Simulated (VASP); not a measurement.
Write the native input for VASP 6.6.1 that does the following.

```yaml
Task: single point
Functional: HSE06
Potentials_or_basis: VASP PAW PBE potentials, release 64 (Pb_d, S)
Cutoff: 520 eV
k_mesh: 6 × 6 × 6
Occupations: gaussian, width 0.01 eV
Spin: no spin polarisation
Dipole_correction: no
Grid_for_exact_exchange_PRECFOCK: Normal
Further_INCAR_settings: ALGO = Normal; EDIFF = 1e-07; NBANDS = 17
Share_of_exact_exchange: 0.25
Screening_parameter: 0.2079 1/Å
```

PbS:

```
Pb S
1.0
     0.00000    3.12474    3.12474
     3.12474    0.00000    3.12474
     3.12474    3.12474    0.00000
Pb S
1 1
Direct
  0.00000 0.00000 0.00000
  0.50000 0.50000 0.50000
```

This cell differs from its parent crystal: strain +5.2%.

The input as run:

POSCAR

```
PbS
1.0
    0.0000000000      3.1247408230      3.1247408230
    3.1247408230      0.0000000000      3.1247408230
    3.1247408230      3.1247408230      0.0000000000
Pb S
1 1
Direct
    0.0000000000      0.0000000000      0.0000000000
    0.5000000000      0.5000000000      0.5000000000
```

INCAR.step1

```
  PREC = Accurate
  ENCUT = 520
  EDIFF = 1E-5
  ISMEAR = 0
  SIGMA = 0.01
  LREAL = False
  LASPH = True
  NELM = 100
  ALGO = Normal
  ISIF = 2
  LWAVE = True
  LCHARG = False
  GGA = PE
  NBANDS = 17
```

INCAR.step2

```
  PREC = Accurate
  ENCUT = 520
  EDIFF = 1E-7
  ISMEAR = 0
  SIGMA = 0.01
  LREAL = False
  LASPH = True
  NELM = 100
  ALGO = Normal
  ISIF = 2
  LWAVE = False
  LCHARG = False
  GGA = PE
  LHFCALC = True
  HFSCREEN = 0.2079
  PRECFOCK = Normal
  ISTART = 1
  NBANDS = 17
```

KPOINTS

```
regular mesh
0
Gamma
  6 6 6
```

Potentials or basis: VASP PAW PBE potentials, release 64 (Pb_d, S).

Run with:

```bash
$ cat potpaw_PBE.64/Pb_d/POTCAR potpaw_PBE.64/S/POTCAR > POTCAR
$ cp INCAR.step1 INCAR
$ mpirun -np 1 vasp_std > vasp.out
$ cp INCAR.step2 INCAR
$ mpirun -np 1 vasp_std > vasp.out
```

It gave:

| Quantity | Value |
| --- | --- |
| Pressure | -5.9 GPa |
| Band gap on the k mesh | 1.32 eV |

Caveat: the cell differs from its parent crystal (strain +5.2%); the cell stands under tension; the PAW data sets were made with another functional, which shifts forces and pressure a little; spin-orbit coupling is left out, which moves the levels of the heavy elements.

Wall time 2.3 h on 1 thread of Oxide Virtual Turin-like Processor, with other jobs on the host, peak memory 0.31 GiB.
